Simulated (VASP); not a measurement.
Here is a VASP 6.6.1 calculation.

The input INCAR:

```
SYSTEM = Hf
PREC = Accurate ; ENCUT = 520
EDIFF = 1E-6 ; ISMEAR = 0
SIGMA = 0.15 ; LREAL = .FALSE.
LASPH = .TRUE. ; NELM = 60
ALGO = Fast ; ISIF = 2
LWAVE = .FALSE. ; LCHARG = .FALSE.
GGA = PE ; NBANDS = 17
```

Contents of KPOINTS:

```
Automatic mesh
0
G
  18 18 10
  0 0 0
```

File POSCAR:

```
Hf
1.0
    3.2925994799      0.0000000000      0.0000000000
   -1.6462997400      2.8514747941      0.0000000000
    0.0000000000      0.0000000000      5.1336670000
Hf
2
Direct
    0.3333333333      0.6666666667      0.2500000000
    0.6666666667      0.3333333333      0.7500000000
```

Potentials or basis: VASP PAW PBE potentials, release 64 (Hf_pv).

The run is started by

```console
$ cat potpaw_PBE.64/Hf_pv/POTCAR > POTCAR
$ mpirun -np 1 vasp_std > vasp.out
```

Question: What does it give for the pressure?

Answer: -6.7 GPa.

Question: Estimate the band gap on the k mesh.

Answer: Zero (bands 10 and 11 overlap by 1.59 eV).

Stress tensor (GPa, compression positive):
```
-7.11  0.00  0.00
 0.00 -7.11  0.00
 0.00  0.00 -5.92
```

Caveat: the cell differs from its parent crystal (strain +0.030 along x and y, +0.015 along z); the cell stands under tension; spin-orbit coupling is left out, which moves the levels of the heavy elements.
